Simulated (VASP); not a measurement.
# SnSe2 in VASP: settings compared, part 2 of 2

VASP 6.6.1.

### 3 Single point, HSE06

Input file POSCAR:

```
SnSe2
1.0
    3.8110000000      0.0000000000      0.0000000000
   -1.9055000000      3.3004228138      0.0000000000
    0.0000000000      0.0000000000      6.1360000000
Sn Se
1 2
Direct
    0.0000000000      0.0000000000      0.0000000000
    0.6666666667      0.3333333333      0.7510000000
    0.3333333333      0.6666666667      0.2490000000
```

Input file INCAR.step1:

```
SYSTEM = SnSe2
PREC     = Accurate       ! precision mode
ENCUT    = 520            ! plane-wave cutoff, eV
EDIFF    = 1E-5           ! SCF threshold, eV
ISMEAR   = -1             ! smearing method
SIGMA    = 0.05           ! smearing width, eV
LREAL    = .FALSE.        ! projectors in reciprocal space
LASPH    = .TRUE.         ! aspherical terms in the spheres
NELM     = 60             ! most SCF steps
ALGO     = Normal         ! electronic algorithm
ISIF     = 2              ! what is computed and relaxed
LWAVE    = .TRUE.         ! write WAVECAR
LCHARG   = .FALSE.        ! write CHGCAR
NBANDS   = 20             ! bands
GGA      = PE             ! functional
```

Input file INCAR.step2:

```
SYSTEM = SnSe2
PREC     = Accurate       ! precision mode
ENCUT    = 520            ! plane-wave cutoff, eV
EDIFF    = 1E-7           ! SCF threshold, eV
ISMEAR   = -1             ! smearing method
SIGMA    = 0.05           ! smearing width, eV
LREAL    = .FALSE.        ! projectors in reciprocal space
LASPH    = .TRUE.         ! aspherical terms in the spheres
NELM     = 60             ! most SCF steps
ALGO     = Normal         ! electronic algorithm
ISIF     = 2              ! what is computed and relaxed
LWAVE    = .FALSE.        ! write WAVECAR
LCHARG   = .FALSE.        ! write CHGCAR
GGA      = PE             ! functional
LHFCALC  = .TRUE.         ! exact exchange
HFSCREEN = 0.2079         ! screening, 1/A
PRECFOCK = Normal       
NBANDS   = 20             ! bands
ISTART   = 1
```

Input file KPOINTS:

```
regular mesh
0
G
  5 5 3
  0 0 0
```

Potentials or basis: VASP PAW PBE potentials, release 64 (Sn_d, Se).

The run is started by

```sh
$ cat potpaw_PBE.64/Sn_d/POTCAR potpaw_PBE.64/Se/POTCAR > POTCAR
$ cp INCAR.step1 INCAR
$ mpirun -np 1 vasp_std > vasp.out
$ cp INCAR.step2 INCAR
$ mpirun -np 1 vasp_std > vasp.out
```

OUTCAR:

```text
SYSTEM = SnSe2
   PREC = Accurate
   ENCUT = 520
   EDIFF = 1E-7
   ISMEAR = -1
   LREAL = .FALSE.
   LASPH = .TRUE.
   NELM = 60
   ISIF = 2
   GGA = PE
   LHFCALC = .TRUE.
   HFSCREEN = 0.2079
   PRECFOCK = Normal
   ISTART = 1

 ion  position               nearest neighbor table
   1  0.000  0.000  0.000-   2 2.68   3 2.68   3 2.68   2 2.68   2 2.68   3 2.68
   2  0.667  0.333  0.751-   1 2.68   1 2.68   1 2.68
   3  0.333  0.667  0.249-   1 2.68   1 2.68   1 2.68

  LATTYP: Found a hexagonal cell.
 ALAT       =     3.8110000000
 C/A-ratio  =     1.6100760955

  Lattice vectors:

 A1 = (   3.8110000000,   0.0000000000,   0.0000000000)
 A2 = (  -1.9055000000,   3.3004228138,   0.0000000000)
 A3 = (   0.0000000000,   0.0000000000,   6.1360000000)

Analysis of symmetry for initial positions (statically):
=====================================================================
 Subroutine PRICEL returns:
 Original cell was already a primitive cell.

 Routine SETGRP: Setting up the symmetry group for a
 hexagonal supercell.

 Subroutine GETGRP returns: Found 12 space group operations
 (whereof 12 operations were pure point group operations)
 out of a pool of 24 trial point group operations.

The static configuration has the point symmetry D_3d.

Analysis of symmetry for dynamics (positions and initial velocities):
=====================================================================
 Subroutine PRICEL returns:
 Original cell was already a primitive cell.

 Routine SETGRP: Setting up the symmetry group for a
 hexagonal supercell.

 Subroutine GETGRP returns: Found 12 space group operations
 (whereof 12 operations were pure point group operations)
 out of a pool of 24 trial point group operations.

The dynamic configuration has the point symmetry D_3d.

 Subroutine INISYM returns: Found 12 space group operations
 (whereof 12 operations are pure point group operations),
 and found     1 'primitive' translations

----------------------------------------------------------------------------------------

                                     Primitive cell

  volume of cell :      77.1781

  direct lattice vectors                    reciprocal lattice vectors
     3.811000000  0.000000000  0.000000000     0.262398321  0.151495741  0.000000000
    -1.905500000  3.300422814  0.000000000     0.000000000  0.302991482  0.000000000
     0.000000000  0.000000000  6.136000000     0.000000000  0.000000000  0.162972621

  length of vectors
     3.811000000  3.811000000  6.136000000     0.302991482  0.302991482  0.162972621

  position of ions in fractional coordinates (direct lattice)
     0.000000000  0.000000000  0.000000000
     0.666666667  0.333333333  0.751000000
     0.333333333  0.666666667  0.249000000

  ion indices of the primitive-cell ions
   primitive index   ion index
[... 27 lines left out ...]

 Found     12 irreducible k-points:

 Following reciprocal coordinates:
            Coordinates               Weight
  0.000000  0.000000  0.000000      1.000000
  0.200000 -0.000000  0.000000      6.000000
  0.400000 -0.000000  0.000000      6.000000
  0.200000  0.200000  0.000000      6.000000
  0.400000  0.200000  0.000000      6.000000
  0.000000  0.000000  0.333333      2.000000
  0.200000 -0.000000  0.333333      6.000000
  0.000000  0.200000  0.333333      6.000000
  0.400000 -0.000000  0.333333      6.000000
  0.000000  0.400000  0.333333      6.000000
  0.200000  0.200000  0.333333     12.000000
  0.400000  0.200000  0.333333     12.000000
   k-points           NKPTS =     12   k-points in BZ     NKDIM =     75   number of bands    NBANDS=     20
   number of dos      NEDOS =    301   number of ions     NIONS =      3
   total plane-waves  NPLWV =  37632
   dimension x,y,z NGX =    28 NGY =   28 NGZ =   48
   dimension x,y,z NGXF=    56 NGYF=   56 NGZF=   96
   ions per type =               1   2
   NGX,Y,Z   is equivalent  to a cutoff of  12.21, 12.21, 13.00 a.u.
   NGXF,Y,Z  is equivalent  to a cutoff of  24.43, 24.43, 26.01 a.u.
 SYSTEM =  SnSe2
   PREC   = accura    normal or accurate (medium, high low for compatibility)
   ISTART =      1    job   : 0-new  1-cont  2-samecut
   ICHARG =      0    charge: 1-file 2-atom 10-const
   ISPIN  =      1    spin polarized calculation?
   LNONCOLLINEAR =      F non collinear calculations
   LSORBIT =      F    spin-orbit coupling
   LASPH  =      T    aspherical Exc in radial PAW
   ENCUT  =  520.0 eV  38.22 Ry    6.18 a.u.   7.09  7.09 11.41*2*pi/ulx,y,z
   NELM   =     60;   NELMIN=  2; NELMDL=  0     # of ELM steps
   EDIFF  = 0.1E-06   stopping-criterion for ELM
   LREAL  =      F    real-space projection
   EDIFFG = 0.1E-05   stopping-criterion for IOM
   NSW    =      0    number of steps for IOM
   IBRION =     -1    ionic relax: 0-MD 1-quasi-New 2-CG
   NFREE  =      0    steps in history (QN), initial steepest desc. (CG)
   ISIF   =      2    stress and relaxation
   ISYM   =      3    0-nonsym 1-usesym 2-fastsym
   POTIM  = 0.5000    time-step for ionic-motion
   TEBEG  =    0.0;   TEEND  =   0.0 temperature during run
   PSTRESS=    0.0 pullay stress
   NELECT =      26.0000    total number of electrons
   NUPDOWN=      -1.0000    fix difference up-down
   EMIN   =  10.00;   EMAX   =-10.00  energy-range for DOS
   EFERMI =   0.00;   METHOD = LEGACY
   ISMEAR =    -1;   SIGMA  =   0.05  broadening in eV -4-tet -1-fermi 0-gaus
   EFERMI_NEDOS =   21; number of points for ismear=-14 and -15
   IALGO  =     38    algorithm
   IMIX   =      1    mixing-type and parameters
     AMIX     =   0.40;   BMIX     =  1.00
     AMIX_MAG =   1.60;   BMIX_MAG =  1.00
  volume/ion in A,a.u.               =      25.73       173.61
  Fermi-wavevector in a.u.,A,eV,Ry     =   1.139116  2.152617 17.654722  1.297585
  Thomas-Fermi vector in A             =   2.275820
   LORBIT       =      0    0 simple, 1 ext, 2 COOP (PROOUT), +10 PAW based schemes
   GGA     = PE    functional components
   LHFCALC =     T    Hartree Fock is set to
   PRECFOCK=normal    Normal, Fast or Accurate (Low or Medium for compatibility)
   ENCUT4O =  -1.0   cutoff for four orbital integrals eV
   NKREDX  =     1    reduce k-point grid by
   NKREDY  =     1    reduce k-point grid by
   NKREDZ  =     1    reduce k-point grid by
   AEXX    =    0.2500 exact exchange contribution
   HFSCREEN=    0.2079 screening length (either q_TF or 0.3 A-1)
   HFSCREENC=   0.2079 screening length for correlation (either q_TF or 0.3 A-1)
   ENCUTFOCK=  -1.0 apply spherical cutoff to Coloumb kernel
   IVDW    =     0    specifies the selected vdW correction
   LEPSILON=     F    determine dielectric tensor
   LRPA    =     F    only Hartree local field effects (RPA)
 non-spin polarized calculation
  energy-cutoff  :      520.00
  volume of cell :       77.18
 maximum number of plane-waves:      2095
  NGX = 24; NGY = 24; NGZ = 36

 number of electron      26.0000006 magnetization

 Free energy of the ion-electron system (eV)
  ---------------------------------------------------
  ext. energy  EPLUGINS =         0.00000000
  ---------------------------------------------------
  free energy    TOTEN  =       -14.49993174 eV

  energy without entropy =      -14.49993169  energy(sigma->0) =      -14.49993172

 E-fermi :   4.3446     XC(G=0):  -7.8556

 val. band max:        3.5880042982   @ k =   0.0000   0.0000   0.0000
 cond. band min:       5.1175951110   @ k =   0.0000   0.4000   0.3333
 fundamental gap:      1.5295908128
 Fermi energy:         4.3445544000

 k-point     1 :       0.0000    0.0000    0.0000
  band No.  band energies     occupation
      1     -19.6944      2.00000
      2     -19.6944      2.00000
      3     -19.6382      2.00000
      4     -19.6226      2.00000
      5     -19.6226      2.00000
      6     -11.6951      2.00000
[... 265 lines left out ...]
     19      13.4945      0.00000
     20      14.7961      0.00000

------------------------ aborting loop because EDIFF is reached ----------------------------------------

  FORCE on cell =-STRESS in cart. coord.  units (eV):
  Direction    XX          YY          ZZ          XY          YZ          ZX
  --------------------------------------------------------------------------------------
  -------------------------------------------------------------------------------------
  Total        1.1041820      1.1041820      1.7311604      0.0000000     -0.0000000      0.0000000
  in kB       22.9222556     22.9222556     35.9380089      0.0000000     -0.0000000      0.0000000
  external PRESSURE =      27.2608400 kB  Pullay stress =       0.0000000 kB

 VOLUME and BASIS-vectors are now :
 -----------------------------------------------------------------------------
  energy-cutoff  :      520.00
  volume of cell :       77.18
      direct lattice vectors                 reciprocal lattice vectors
     3.811000000  0.000000000  0.000000000     0.262398321  0.151495741  0.000000000
    -1.905500000  3.300422814  0.000000000     0.000000000  0.302991482  0.000000000
     0.000000000  0.000000000  6.136000000     0.000000000  0.000000000  0.162972621

 POSITION                                       TOTAL-FORCE (eV/Angst)
 -----------------------------------------------------------------------------------
      0.00000      0.00000      0.00000        -0.000000      0.000000      0.000000
      1.90550      1.10014      4.60814         0.000000      0.000000     -0.288660
     -0.00000      2.20028      1.52786        -0.000000      0.000000      0.288660
 -----------------------------------------------------------------------------------
    total drift:                               -0.000000     -0.000000     -0.000000

  FREE ENERGIE OF THE ION-ELECTRON SYSTEM (eV)
  ---------------------------------------------------
  free  energy   TOTEN  =       -14.4999317430 eV

  energy  without entropy=      -14.4999316906  energy(sigma->0) =      -14.49993172
```

Run time: 82 min. Hardware: 1 thread of AMD EPYC 7R13, shared host; peak memory 0.29 GiB.

What came out:

* Free energy: -14.4999 eV
* Pressure: 2.7 GPa
* Largest force: 0.289 eV/Å
* Band gap on the k mesh: 1.53 eV (least direct gap 1.92 eV)

Forces in eV/Å, atoms in the order of the input:
```
Sn   0.000  0.000  0.000
Se   0.000  0.000 -0.289
Se   0.000  0.000  0.289
```

Stress tensor (GPa, compression positive):
```
2.29 0.00 0.00
0.00 2.29 0.00
0.00 0.00 3.59
```

Caveat: the PAW data sets were made with another functional, which shifts forces and pressure a little; spin-orbit coupling is left out, which moves the levels of the heavy elements; an odd mesh through Γ misses points on the zone boundary, where band edges can lie; this functional lacks dispersion, which binds the layers, so the pressure and a relaxed spacing across them are unreliable.

### 4 Single point, LDA, non-collinear spin, typed start, spin-orbit coupling (the cell strained at random)

Input file INCAR:

```
SYSTEM = SnSe2
  PREC = Accurate
  ENCUT = 500
  EDIFF = 1E-6
  ISMEAR = 0
  SIGMA = 0.025
  LREAL = .FALSE.
  LASPH = .TRUE.
  NELM = 200
  ALGO = Normal
  ISIF = 2
  LWAVE = .FALSE.
  LCHARG = .TRUE.
  LNONCOLLINEAR = .TRUE.
  MAGMOM = 0 0 0.5 0 0 0 0 0 0
  LORBIT = 11
  LSORBIT = .TRUE.
  GGA_COMPAT = .FALSE.
  LORBMOM = .TRUE.
  GGA = CA
  LVHAR = .TRUE.
  NBANDS = 39
  KPAR = 4
```

Input file KPOINTS:

```
Automatic mesh
0
G
  6 6 4
  0 0 0
```

Input file POSCAR:

```
SnSe2
1.0
    3.7721830000     -0.0370980000     -0.0004360000
   -1.9182190000      3.3525840000     -0.0094640000
   -0.0007020000     -0.0180000000      6.1372790000
Sn Se
1 2
Direct
    0.0000000000      0.0000000000      0.0000000000
    0.6666666667      0.3333333333      0.7510000000
    0.3333333333      0.6666666667      0.2490000000
```

Potentials or basis: VASP PAW LDA potentials, release 64 (Sn_d, Se).

The run is started by

```sh
$ cat potpaw_LDA.64/Sn_d/POTCAR potpaw_LDA.64/Se/POTCAR > POTCAR
$ mpirun -np 4 vasp_ncl > vasp.out
```

Run time: 1.7 min. Hardware: 4 MPI ranks of Intel Xeon Platinum 8259CL at 2.50GHz (Skylake/Cascade Lake), shared host; peak memory 0.47 GiB.

The run converged. Its results:

- Free energy: -13.8333 eV
- Pressure: 1.1 GPa
- Largest force: 0.502 eV/Å
- Net moment: 0.00 μB per cell
- Valence electrons inside the program's atomic spheres: Sn 12.27; Se 3.84

Forces in eV/Å, atoms in the order of the input:
```
Sn   0.000  0.000  0.000
Se   0.025 -0.009 -0.501
Se  -0.025  0.009  0.501
```

Stress tensor (GPa, compression positive):
```
 1.37  0.70 -0.14
 0.70 -0.12  0.08
-0.14  0.08  2.05
```

Moments on the atoms (μB; x, y, z):
```
Sn  0.00 0.00 0.00
Se  0.00 0.00 0.00
Se  0.00 0.00 0.00
```

Caveat: the cell differs from its parent crystal (the cell strained at random).

### 5 Relaxation of cell and atoms, PBE (26.50 Å³/atom)

This run uses another cell than the first one, of 26.50 Å³/atom.

Input file POSCAR:

```
SnSe2
1.0
    3.8487351274      0.0000000000      0.0000000000
   -1.9243675637      3.3331023927      0.0000000000
    0.0000000000      0.0000000000      6.1967564265
Sn Se
1 2
Direct
    0.0000000000      0.0000000000      0.0000000000
    0.6666666667      0.3333333333      0.7510000000
    0.3333333333      0.6666666667      0.2490000000
```

Input file INCAR.step1:

```
SYSTEM = SnSe2
ALGO     = Normal         ! electronic algorithm
EDIFF    = 1E-7           ! SCF threshold, eV
EDIFFG   = -0.002         ! ionic threshold
EFERMI   = MIDGAP       
ENCUT    = 620            ! plane-wave cutoff, eV
GGA      = PE             ! functional
GGA_COMPAT= .FALSE.      
IBRION   = 2              ! ionic algorithm
ISIF     = 3              ! what is computed and relaxed
ISMEAR   = 0              ! smearing method
LASPH    = .TRUE.         ! aspherical terms in the spheres
LCHARG   = .FALSE.        ! write CHGCAR
LREAL    = .FALSE.        ! projectors in reciprocal space
LWAVE    = .FALSE.        ! write WAVECAR
NELM     = 120            ! most SCF steps
NELMIN   = 4            
NSW      = 80             ! ionic steps
POTIM    = 0.5            ! step
PREC     = Accurate       ! precision mode
SIGMA    = 0.03           ! smearing width, eV
```

Input file INCAR.step4:

```
SYSTEM = SnSe2
ALGO     = Normal         ! electronic algorithm
EDIFF    = 1E-7           ! SCF threshold, eV
EFERMI   = MIDGAP       
ENCUT    = 620            ! plane-wave cutoff, eV
GGA      = PE             ! functional
GGA_COMPAT= .FALSE.      
ISIF     = 2              ! what is computed and relaxed
ISMEAR   = 0              ! smearing method
LASPH    = .TRUE.         ! aspherical terms in the spheres
LCHARG   = .FALSE.        ! write CHGCAR
LREAL    = .FALSE.        ! projectors in reciprocal space
LWAVE    = .FALSE.        ! write WAVECAR
NELM     = 120            ! most SCF steps
PREC     = Accurate       ! precision mode
SIGMA    = 0.03           ! smearing width, eV
```

Input file KPOINTS:

```
Automatic mesh
0
Gamma
  8 8 5
  0 0 0
```

Potentials or basis: VASP PAW PBE potentials, release 64 (Sn_d, Se).

The run is started by

```sh
$ cat potpaw_PBE.64/Sn_d/POTCAR potpaw_PBE.64/Se/POTCAR > POTCAR
$ cp INCAR.step1 INCAR
$ cp POSCAR.step1 POSCAR
$ mpirun -np 1 vasp_std > vasp.out
$ cp CONTCAR POSCAR
$ mpirun -np 1 vasp_std > vasp.out
$ cp CONTCAR POSCAR
$ mpirun -np 1 vasp_std > vasp.out
$ cp CONTCAR POSCAR
$ cp INCAR.step4 INCAR
$ mpirun -np 1 vasp_std > vasp.out
```

Run time: 19 min. Hardware: 1 thread of Intel Xeon Platinum 8559C (Emerald Rapids), shared host; peak memory 0.29 GiB.

Results (log left out):

| Property | Result |
| --- | --- |
| Free energy | -11.8730 eV |
| Relaxed volume | 30.34 Å³/atom |
| Relaxed cell | a = 3.873 Å, b = 3.873 Å, c = 7.007 Å, α = 90.00°, β = 90.00°, γ = 120.00° |
| Space group after relaxing (to 0.1 Å) | P-3m1 (No. 164) |
| Energy gained by relaxing | 20.7 meV/atom |
| Ionic steps | 42 |
| Pressure after relaxing | 0.0 GPa |
| Band gap on the k mesh | 0.69 eV (least direct gap 1.07 eV) |

Step by step:
| step | energy change (eV) | largest force (eV/Å) | pressure (GPa) | volume (Å³) |
| --- | --- | --- | --- | --- |
| 1 | 0.0000 | 0.5166 | 3.35 | 79.49 |
| 3 | -0.0470 | 0.0535 | 0.06 | 83.10 |
| 5 | -0.0573 | 0.1129 | -0.36 | 86.92 |
| 7 | -0.0609 | 0.0056 | -0.05 | 89.64 |
| 9 | -0.0610 | 0.0006 | 0.02 | 89.74 |
| 11 | -0.0610 | 0.0144 | -0.04 | 89.98 |
| 13 | -0.0611 | 0.0040 | -0.03 | 90.16 |
| 15 | -0.0611 | 0.0042 | 0.01 | 90.23 |
| 17 | -0.0611 | 0.0022 | 0.01 | 90.29 |
| 19 | -0.0611 | 0.0012 | 0.01 | 90.28 |
| 21 | -0.0611 | 0.0019 | 0.00 | 90.33 |
| 23 | -0.0620 | 0.0027 | 0.00 | 90.33 |
| 25 | -0.0620 | 0.0094 | -0.02 | 90.42 |
| 27 | -0.0620 | 0.0077 | -0.01 | 90.40 |
| 29 | -0.0620 | 0.0072 | -0.01 | 90.41 |
| 31 | -0.0620 | 0.0058 | 0.01 | 90.45 |
| 33 | -0.0620 | 0.0037 | 0.03 | 90.53 |
| 35 | -0.0620 | 0.0025 | 0.02 | 90.70 |
| 37 | -0.0620 | 0.0037 | 0.01 | 91.40 |
| 39 | -0.0620 | 0.0005 | 0.02 | 91.02 |
| 41 | -0.0620 | 0.0018 | 0.00 | 91.03 |
| 42 | -0.0621 | 0.0018 | 0.00 | 91.03 |

Final structure:
```
Sn Se
1.0
     3.87317    0.00000    0.00000
    -1.93658    3.35426    0.00000
     0.00000    0.00000    7.00687
Sn Se
1 2
Cartesian
  0.0000 0.0000 0.0000
  1.9366 1.1181 5.4113
  0.0000 2.2362 1.5956
```

Levels at points of the mesh, in eV from the valence-band top:
```tsv
k point	band 9	band 10	band 11	band 12	band 13	band 14	band 15	band 16	band 17
(0.00, 0.00, 0.00)	-0.54	-0.48	-0.48	-0.13	-0.13	1.08	3.07	4.57	4.57
(0.50, 0.00, 0.00)	-4.17	-2.39	-2.19	-0.80	-0.29	0.91	3.88	5.54	5.67
```

Caveat: spin-orbit coupling is left out, which moves the levels of the heavy elements; an odd mesh through Γ misses points on the zone boundary, where band edges can lie; this functional lacks dispersion, which binds the layers, so the pressure and a relaxed spacing across them are unreliable. Zero-point motion and thermal expansion aren't in these numbers.

### 6 Overview

| task | level | potentials or basis | spin | cell | k mesh | cutoff (eV) | smearing | dipole correction | grid for exact exchange (PRECFOCK) | share of exact exchange | screening parameter | tolerance level | gap on the mesh (eV) | pressure (GPa) | largest force (eV/Å) |
| --- | --- | --- | --- | --- | --- | --- | --- | --- | --- | --- | --- | --- | --- | --- | --- |
| single point | PBE-based screened hybrid with 35 % exact exchange | VASP PAW PBE potentials, release 64 (Sn_d, Se) | off | a = 3.811, b = 3.811, c = 6.136 Å, angles 90.0, 90.0, 120.0°, 3 atoms | 5 × 5 × 3 | 400 | fermi-dirac 0.05 eV | no | Normal | 0.35 | 0.20787 1/Å | - | 1.85 | 1.5 | 0.10 |
| single point | HSE06 | VASP PAW PBE potentials, release 64 (Sn_d, Se) | off | a = 3.811, b = 3.811, c = 6.136 Å, angles 90.0, 90.0, 120.0°, 3 atoms | 5 × 5 × 3 | 520 | fermi-dirac 0.05 eV | no | Normal | 0.25 | 0.2079 1/Å | - | 1.53 | 2.7 | 0.29 |
| single point | LDA | VASP PAW LDA potentials, release 64 (Sn_d, Se) | non-collinear, typed start, SOC | a = 3.772, b = 3.863, c = 6.137 Å, angles 90.3, 90.0, 120.3°, 3 atoms | 6 × 6 × 4 | 500 | gaussian 0.025 eV | no | - | - | - | - | - | 1.1 | 0.50 |
| relaxation of cell and atoms | PBE | VASP PAW PBE potentials, release 64 (Sn_d, Se) | off | relaxed from a = 3.849, b = 3.849, c = 6.197 Å, angles 90.0, 90.0, 120.0°, 3 atoms | 8 × 8 × 5 | 620 | gaussian 0.03 eV | - | - | - | - | tight | 0.69 | 0.0 | - |

Caveats: spin-orbit coupling is left out, which moves the levels of the heavy elements (at least some runs); an odd mesh through Γ misses points on the zone boundary, where band edges can lie (at least some runs); the PAW data sets were made with another functional, which shifts forces and pressure a little (at least some runs); this functional lacks dispersion, which binds the layers, so the pressure and a relaxed spacing across them are unreliable (at least some runs).

Total energies depend on the potentials used, so only differences within one code and one set of settings carry meaning.
